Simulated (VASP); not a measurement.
# MnS (Fm-3m) in VASP: notebook

MnS is run at these levels: PBE+D3(BJ), r2SCAN+D4; tasks: single point.

Everything below comes from runs of VASP 6.6.1. Logs are shortened: lines on timing, memory, paths and dates and some standing lists are left out, and cuts for length are marked.

## Step 1: The cell of the first run

The structure is cubic, space group Fm-3m (No. 225). The conventional cell has a = 5.243 Å, b = 5.243 Å, c = 5.243 Å, α = 90.00°, β = 90.00°, γ = 90.00°. Mn (site symmetry m-3m) has 6 S at 2.62 Å within 3.5 Å. S (site symmetry m-3m) has 6 Mn at 2.62 Å within 3.5 Å.

## Step 2: Single point, PBE+D3(BJ), collinear spin, ferromagnetic start

INCAR reads:

```
SYSTEM = MnS
ALGO     = Normal         ! electronic algorithm
EDIFF    = 1E-6           ! SCF threshold, eV
ENCUT    = 520            ! plane-wave cutoff, eV
GGA      = PE             ! functional
ISIF     = 2              ! what is computed and relaxed
ISMEAR   = -1             ! smearing method
ISPIN    = 2              ! spin polarisation
IVDW     = 12             ! dispersion correction
LASPH    = .True.         ! aspherical terms in the spheres
LCHARG   = .False.        ! write CHGCAR
LMAXMIX  = 4              ! l up to which the mixer works
LORBIT   = 11             ! projections on sites
LREAL    = .False.        ! projectors in reciprocal space
LWAVE    = .False.        ! write WAVECAR
MAGMOM   = 4 0            ! initial moments
NBANDS   = 20             ! bands
NELM     = 150            ! most SCF steps
PREC     = Accurate       ! precision mode
SIGMA    = 0.05           ! smearing width, eV
```

KPOINTS reads:

```
k-points
0
Gamma
  9 9 9
  0 0 0
```

POSCAR reads:

```
MnS
1.0
    0.0000000000      2.6217488470      2.6217488470
    2.6217488470      0.0000000000      2.6217488470
    2.6217488470      2.6217488470      0.0000000000
Mn S
1 1
Direct
    0.0000000000      0.0000000000      0.0000000000
    0.5000000000      0.5000000000      0.5000000000
```

Potentials or basis: VASP PAW PBE potentials, release 64 (Mn_pv, S).

Run with:

```
> cat potpaw_PBE.64/Mn_pv/POTCAR potpaw_PBE.64/S/POTCAR > POTCAR
> mpirun -np 1 vasp_std > vasp.out
```

OUTCAR:

```text
SYSTEM = MnS
   EDIFF = 1E-6
   ENCUT = 520
   GGA = PE
   ISIF = 2
   ISMEAR = -1
   ISPIN = 2
   IVDW = 12
   LASPH = .True.
   LORBIT = 11
   LREAL = .False.
   NELM = 150
   PREC = Accurate
 IVDW          = 12

 ion  position               nearest neighbor table
   1  0.000  0.000  0.000-   2 2.62   2 2.62   2 2.62   2 2.62   2 2.62   2 2.62
   2  0.500  0.500  0.500-   1 2.62   1 2.62   1 2.62   1 2.62   1 2.62   1 2.62

  LATTYP: Found a face centered cubic cell.
 ALAT       =     5.2434976940

  Lattice vectors:

 A1 = (   0.0000000000,   2.6217488470,   2.6217488470)
 A2 = (   2.6217488470,   0.0000000000,   2.6217488470)
 A3 = (   2.6217488470,   2.6217488470,   0.0000000000)

Analysis of symmetry for initial positions (statically):
=====================================================================
 Subroutine PRICEL returns:
 Original cell was already a primitive cell.

 Routine SETGRP: Setting up the symmetry group for a
 face centered cubic supercell.

 Subroutine GETGRP returns: Found 48 space group operations
 (whereof 48 operations were pure point group operations)
 out of a pool of 48 trial point group operations.

The static configuration has the point symmetry O_h .

Analysis of symmetry for dynamics (positions and initial velocities):
=====================================================================
 Subroutine PRICEL returns:
 Original cell was already a primitive cell.

 Routine SETGRP: Setting up the symmetry group for a
 face centered cubic supercell.

 Subroutine GETGRP returns: Found 48 space group operations
 (whereof 48 operations were pure point group operations)
 out of a pool of 48 trial point group operations.

The dynamic configuration has the point symmetry O_h .

Analysis of structural, dynamic, and magnetic symmetry:
=====================================================================
 Subroutine PRICEL returns:
 Original cell was already a primitive cell.

 Routine SETGRP: Setting up the symmetry group for a
 face centered cubic supercell.

 Subroutine GETGRP returns: Found 48 space group operations
 (whereof 48 operations were pure point group operations)
 out of a pool of 48 trial point group operations.

The overall configuration has the point symmetry O_h .

 Subroutine INISYM returns: Found 48 space group operations
 (whereof 48 operations are pure point group operations),
 and found     1 'primitive' translations

----------------------------------------------------------------------------------------

                                     Primitive cell

  volume of cell :      36.0415

  direct lattice vectors                    reciprocal lattice vectors
     0.000000000  2.621748847  2.621748847    -0.190712394  0.190712394  0.190712394
     2.621748847  0.000000000  2.621748847     0.190712394 -0.190712394  0.190712394
     2.621748847  2.621748847  0.000000000     0.190712394  0.190712394 -0.190712394

  length of vectors
     3.707712777  3.707712777  3.707712777     0.330323557  0.330323557  0.330323557

  position of ions in fractional coordinates (direct lattice)
     0.000000000  0.000000000  0.000000000
     0.500000000  0.500000000  0.500000000

  ion indices of the primitive-cell ions
   primitive index   ion index
                 1           1
                 2           2

----------------------------------------------------------------------------------------

 KPOINTS: k-points

Automatic generation of k-mesh.
 Grid dimensions read from file:
 generate k-points for:    9    9    9

 Generating k-lattice:

  Cartesian coordinates                     Fractional coordinates (reciprocal lattice)
    -0.021190266  0.021190266  0.021190266     0.111111111  0.000000000  0.000000000
     0.021190266 -0.021190266  0.021190266     0.000000000  0.111111111  0.000000000
     0.021190266  0.021190266 -0.021190266     0.000000000  0.000000000  0.111111111

  Length of vectors
     0.036702617  0.036702617  0.036702617

  Shift w.r.t. Gamma in fractional coordinates (k-lattice)
     0.000000000  0.000000000  0.000000000

 Subroutine IBZKPT returns following result:
 ===========================================

 Found     35 irreducible k-points:

 Following reciprocal coordinates:
            Coordinates               Weight
  0.000000  0.000000  0.000000      1.000000
  0.111111  0.000000  0.000000      8.000000
  0.222222  0.000000  0.000000      8.000000
  0.333333  0.000000  0.000000      8.000000
  0.444444  0.000000  0.000000      8.000000
  0.111111  0.111111  0.000000      6.000000
[... 16 lines left out ...]
 -0.333333  0.333333  0.000000     12.000000
  0.444444  0.444444  0.000000      6.000000
 [... further k-points ...]
   k-points           NKPTS =     35   k-points in BZ     NKDIM =     35   number of bands    NBANDS=     20
   number of dos      NEDOS =    301   number of ions     NIONS =      2
   total plane-waves  NPLWV =  21952
   dimension x,y,z NGX =    28 NGY =   28 NGZ =   28
   dimension x,y,z NGXF=    56 NGYF=   56 NGZF=   56
   ions per type =               1   1
   NGX,Y,Z   is equivalent  to a cutoff of  12.55, 12.55, 12.55 a.u.
   NGXF,Y,Z  is equivalent  to a cutoff of  25.11, 25.11, 25.11 a.u.
 SYSTEM =  MnS
   PREC   = accura    normal or accurate (medium, high low for compatibility)
   ISTART =      0    job   : 0-new  1-cont  2-samecut
   ICHARG =      2    charge: 1-file 2-atom 10-const
   ISPIN  =      2    spin polarized calculation?
   LNONCOLLINEAR =      F non collinear calculations
   LSORBIT =      F    spin-orbit coupling
   LASPH  =      T    aspherical Exc in radial PAW
   ENCUT  =  520.0 eV  38.22 Ry    6.18 a.u.   6.89  6.89  6.89*2*pi/ulx,y,z
   NELM   =    150;   NELMIN=  2; NELMDL= -5     # of ELM steps
   EDIFF  = 0.1E-05   stopping-criterion for ELM
   LREAL  =      F    real-space projection
   EDIFFG = 0.1E-04   stopping-criterion for IOM
   NSW    =      0    number of steps for IOM
   IBRION =     -1    ionic relax: 0-MD 1-quasi-New 2-CG
   NFREE  =      0    steps in history (QN), initial steepest desc. (CG)
   ISIF   =      2    stress and relaxation
   ISYM   =      2    0-nonsym 1-usesym 2-fastsym
   POTIM  = 0.5000    time-step for ionic-motion
   TEBEG  =    0.0;   TEEND  =   0.0 temperature during run
   PSTRESS=    0.0 pullay stress
   NELECT =      19.0000    total number of electrons
   NUPDOWN=      -1.0000    fix difference up-down
   EMIN   =  10.00;   EMAX   =-10.00  energy-range for DOS
   EFERMI =   0.00;   METHOD = LEGACY
   ISMEAR =    -1;   SIGMA  =   0.05  broadening in eV -4-tet -1-fermi 0-gaus
   EFERMI_NEDOS =   21; number of points for ismear=-14 and -15
   IALGO  =     38    algorithm
   IMIX   =      4    mixing-type and parameters
     AMIX     =   0.40;   BMIX     =  1.00
     AMIX_MAG =   1.60;   BMIX_MAG =  1.00
  volume/ion in A,a.u.               =      18.02       121.61
  Fermi-wavevector in a.u.,A,eV,Ry     =   1.322488  2.499139 23.796229  1.748973
  Thomas-Fermi vector in A             =   2.452165
   LORBIT       =     11    0 simple, 1 ext, 2 COOP (PROOUT), +10 PAW based schemes
   GGA     = PE    functional components
   LHFCALC =     F    Hartree Fock is set to
   AEXX    =    0.0000 exact exchange contribution
   IVDW    =    12    specifies the selected vdW correction
   LEPSILON=     F    determine dielectric tensor
   LRPA    =     F    only Hartree local field effects (RPA)
 spin polarized calculation
  energy-cutoff  :      520.00
  volume of cell :       36.04
 maximum number of plane-waves:       984
   NGX = 13   NGY = 13   NGZ = 13

 number of electron      18.9999988 magnetization       4.7573403

 Free energy of the ion-electron system (eV)
  ---------------------------------------------------
  ext. energy  EPLUGINS =         0.00000000
  ---------------------------------------------------
  free energy    TOTEN  =       -14.05512054 eV

  energy without entropy =      -14.04898491  energy(sigma->0) =      -14.05205273

 E-fermi :   6.4122     XC(G=0): -10.5431

 val. band max:        6.3931836535   @ k =   0.3333   0.2222   0.0000
 cond. band min:       6.5174558753   @ k =   0.4444   0.3333   0.1111
 fundamental gap:      0.1242722218
 Fermi energy:         6.4121775452

 spin component 1

 k-point     1 :       0.0000    0.0000    0.0000
  band No.  band energies     occupation
      1     -44.3036      1.00000
      2     -44.3036      1.00000
      3     -44.3036      1.00000
      4      -8.0208      1.00000
      5       3.0415      1.00000
      6       3.0415      1.00000
[... 12 lines left out ...]
     19      18.1109      0.00000
     20      18.3914      0.00000
[... 507 lines left out ...]
 k-point    24 :       0.4444    0.4444    0.0000
  band No.  band energies     occupation
      1     -44.3100      1.00000
      2     -44.3063      1.00000
      3     -44.3063      1.00000
      4      -6.6535      1.00000
      5       0.6052      1.00000
      6       2.5670      1.00000
[... 12 lines left out ...]
     19      20.9994      0.00000
     20      20.9994      0.00000

 [... further k-points ...]

 spin component 2

 k-point     1 :       0.0000    0.0000    0.0000
  band No.  band energies     occupation
      1     -39.7345      1.00000
      2     -39.7345      1.00000
      3     -39.7345      1.00000
      4      -7.7265      1.00000
      5       4.7937      1.00000
      6       4.7937      1.00000
[... 12 lines left out ...]
     19      19.1374      0.00000
     20      20.1133      0.00000
[... 507 lines left out ...]
 k-point    24 :       0.4444    0.4444    0.0000
  band No.  band energies     occupation
      1     -39.7432      1.00000
      2     -39.7382      1.00000
      3     -39.7382      1.00000
      4      -6.3898      1.00000
      5       1.0241      1.00000
      6       3.3395      1.00000
[... 12 lines left out ...]
     19      21.3836      0.00000
     20      21.3836      0.00000

 [... further k-points ...]

------------------------ aborting loop because EDIFF is reached ----------------------------------------

 Edisp (eV)   -0.80079

 E8    (eV) :    -0.3307

  FORCE on cell =-STRESS in cart. coord.  units (eV):
  Direction    XX          YY          ZZ          XY          YZ          ZX
  --------------------------------------------------------------------------------------
  -------------------------------------------------------------------------------------
  Total      -1.68537    -1.68537    -1.68537     0.00000    -0.00000     0.00000
  in kB     -74.92070   -74.92070   -74.92070     0.00000    -0.00000     0.00000
  external pressure =      -74.92 kB  Pullay stress =        0.00 kB

 VOLUME and BASIS-vectors are now :
 -----------------------------------------------------------------------------
  energy-cutoff  :      520.00
  volume of cell :       36.04
      direct lattice vectors                 reciprocal lattice vectors
     0.000000000  2.621748847  2.621748847    -0.190712394  0.190712394  0.190712394
     2.621748847  0.000000000  2.621748847     0.190712394 -0.190712394  0.190712394
     2.621748847  2.621748847  0.000000000     0.190712394  0.190712394 -0.190712394

 POSITION                                       TOTAL-FORCE (eV/Angst)
 -----------------------------------------------------------------------------------
      0.00000      0.00000      0.00000         0.000000     -0.000000     -0.000000
      2.62175      2.62175      2.62175        -0.000000      0.000000      0.000000
 -----------------------------------------------------------------------------------
    total drift:                               -0.000000      0.000000      0.000000

  FREE ENERGIE OF THE ION-ELECTRON SYSTEM (eV)
  ---------------------------------------------------
  free  energy   TOTEN  =       -14.8559090953 eV

  energy  without entropy=      -14.8497734685  energy(sigma->0) =      -14.85284128

 total charge

# of ion       s       p       d       tot
------------------------------------------
    1        0.211   6.156   4.920  11.288
    2        1.327   2.396   0.000   3.724
--------------------------------------------------
tot          1.539   8.553   4.920  15.012

 magnetization (x)

# of ion       s       p       d       tot
------------------------------------------
    1        0.051   0.038   4.202   4.291
    2        0.026   0.083   0.000   0.109
--------------------------------------------------
tot          0.077   0.121   4.202   4.400
```

It took 33 s on 1 thread of Intel Xeon Platinum 8488C (Sapphire Rapids), shared host; peak memory 0.19 GiB.

What came out:

```
Free energy                                           : -14.8559 eV
Pressure                                              : -7.5 GPa
Net moment                                            : 4.76 μB per cell
Site moments                                          : Mn +4.29; S +0.11 μB
Valence electrons inside the program's atomic spheres : Mn 11.29; S 3.72
Dispersion energy per atom                            : -0.400 eV
```

Caveat: the cell stands under tension; a cell with one magnetic atom can't hold antiferromagnetic order, which such compounds often take; semilocal functionals often make such compounds metallic where correlation or magnetic order opens a gap, which also shifts bond lengths. With open d or f shells a metallic result of PBE can be an artefact of self-interaction; +U or a hybrid may open a gap.

## Step 3: Single point, PBE+D3(BJ), collinear spin, ferromagnetic start

This run uses another cell than the first one, of 18.37 Å³/atom.

INCAR reads:

```
  PREC = Accurate
  ENCUT = 520
  EDIFF = 1E-6
  ISMEAR = -1
  SIGMA = 0.05
  LREAL = F
  LASPH = T
  NELM = 150
  ALGO = Normal
  ISIF = 2
  LWAVE = F
  LCHARG = T
  ISPIN = 2
  MAGMOM = 4 0
  LORBIT = 11
  LMAXMIX = 4
  GGA = PE
  IVDW = 12
  LELF = T
  LVHAR = T
  NBANDS = 20
```

KPOINTS reads:

```
regular mesh
0
Gamma
  9 9 9
```

POSCAR reads:

```
MnS
1.0
    0.0000000000      2.6387736672      2.6387736672
    2.6387736672      0.0000000000      2.6387736672
    2.6387736672      2.6387736672      0.0000000000
Mn S
1 1
Direct
    0.0000000000      0.0000000000      0.0000000000
    0.5000000000      0.5000000000      0.5000000000
```

Potentials or basis: VASP PAW PBE potentials, release 64 (Mn_pv, S).

Run with:

```
> cat potpaw_PBE.64/Mn_pv/POTCAR potpaw_PBE.64/S/POTCAR > POTCAR
> mpirun -np 1 vasp_std > vasp.out
```

OUTCAR:

```text
PREC = Accurate
   ENCUT = 520
   EDIFF = 1E-6
   ISMEAR = -1
   LREAL = F
   LASPH = T
   NELM = 150
   ISIF = 2
   ISPIN = 2
   LORBIT = 11
   GGA = PE
   IVDW = 12
 IVDW          = 12

 ion  position               nearest neighbor table
   1  0.000  0.000  0.000-   2 2.64   2 2.64   2 2.64   2 2.64   2 2.64   2 2.64
   2  0.500  0.500  0.500-   1 2.64   1 2.64   1 2.64   1 2.64   1 2.64   1 2.64

  LATTYP: Found a face centered cubic cell.
 ALAT       =     5.2775473344

  Lattice vectors:

 A1 = (   0.0000000000,   2.6387736672,   2.6387736672)
 A2 = (   2.6387736672,   0.0000000000,   2.6387736672)
 A3 = (   2.6387736672,   2.6387736672,   0.0000000000)

Analysis of symmetry for initial positions (statically):
=====================================================================
 Subroutine PRICEL returns:
 Original cell was already a primitive cell.

 Routine SETGRP: Setting up the symmetry group for a
 face centered cubic supercell.

[... 748 lines left out ...]
      3     -39.9380      1.00000
      4      -7.8066      1.00000
      5       4.6110      1.00000
      6       4.6110      1.00000
[... 541 lines left out ...]
     19      21.0622      0.00000
     20      21.0622      0.00000

 [... further k-points ...]

------------------------ aborting loop because EDIFF is reached ----------------------------------------

 Edisp (eV)   -0.78513

 E8    (eV) :    -0.3243

  FORCE on cell =-STRESS in cart. coord.  units (eV):
  Direction    XX          YY          ZZ          XY          YZ          ZX
  --------------------------------------------------------------------------------------
  -------------------------------------------------------------------------------------
  Total      -1.89451    -1.89451    -1.89451     0.00000     0.00000    -0.00000
  in kB     -82.59842   -82.59842   -82.59842     0.00000     0.00000    -0.00000
  external pressure =      -82.60 kB  Pullay stress =        0.00 kB

 VOLUME and BASIS-vectors are now :
 -----------------------------------------------------------------------------
  energy-cutoff  :      520.00
  volume of cell :       36.75
      direct lattice vectors                 reciprocal lattice vectors
     0.000000000  2.638773667  2.638773667    -0.189481958  0.189481958  0.189481958
     2.638773667  0.000000000  2.638773667     0.189481958 -0.189481958  0.189481958
     2.638773667  2.638773667  0.000000000     0.189481958  0.189481958 -0.189481958

 POSITION                                       TOTAL-FORCE (eV/Angst)
 -----------------------------------------------------------------------------------
      0.00000      0.00000      0.00000        -0.000000     -0.000000     -0.000000
      2.63877      2.63877      2.63877         0.000000      0.000000      0.000000
 -----------------------------------------------------------------------------------
    total drift:                               -0.000000      0.000000      0.000000

  FREE ENERGIE OF THE ION-ELECTRON SYSTEM (eV)
  ---------------------------------------------------
  free  energy   TOTEN  =       -14.8214284830 eV

  energy  without entropy=      -14.8157919832  energy(sigma->0) =      -14.81861023

 total charge

# of ion       s       p       d       tot
------------------------------------------
    1        0.208   6.151   4.912  11.272
    2        1.327   2.392   0.000   3.720
--------------------------------------------------
tot          1.536   8.543   4.912  14.991

 magnetization (x)

# of ion       s       p       d       tot
------------------------------------------
    1        0.051   0.037   4.232   4.319
    2        0.026   0.086   0.000   0.112
--------------------------------------------------
tot          0.077   0.123   4.232   4.431
```

stdout:

```text
POSCAR found type information on POSCAR MnS
 POSCAR found :  2 types and       2 ions
 scaLAPACK will be used
 LDA part: xc-table for (Slater+PW92), standard interpolation
 POSCAR, INCAR and KPOINTS ok, starting setup
 FFT: planning ... GRIDC
 FFT: planning ... GRID_SOFT
 FFT: planning ... GRID
 WAVECAR not read
 entering main loop
```

It took 34 s on 1 thread of Intel Xeon Platinum 8488C (Sapphire Rapids), shared host; peak memory 0.19 GiB.

Results:

```yaml
Free_energy: -14.8214 eV
Pressure: -8.3 GPa
Net_moment: 4.80 μB per cell
Site_moments: Mn +4.32; S +0.11 μB
Valence_electrons_inside_the_program's_atomic_spheres: Mn 11.27; S 3.72
Dispersion_energy_per_atom: -0.393 eV
```

Levels at points of the mesh, in eV from the Fermi level:
Spin up:
| k point | band 8 | band 9 | band 10 | band 11 | band 12 | band 13 | band 14 | band 15 | band 16 | band 17 |
| --- | --- | --- | --- | --- | --- | --- | --- | --- | --- | --- |
| (0.00, 0.00, 0.00) | -3.28 | -3.28 | -1.82 | -1.82 | -1.82 | 1.44 | 8.52 | 8.52 | 8.52 | 10.57 |
Spin down:
| k point | band 5 | band 6 | band 7 | band 8 | band 9 | band 10 |
| --- | --- | --- | --- | --- | --- | --- |
| (0.00, 0.00, 0.00) | -1.60 | -1.60 | -1.60 | 0.41 | 0.41 | 0.41 |

Caveat: the cell stands under tension; a cell with one magnetic atom can't hold antiferromagnetic order, which such compounds often take; semilocal functionals often make such compounds metallic where correlation or magnetic order opens a gap, which also shifts bond lengths.

[end of part 1 of 2]
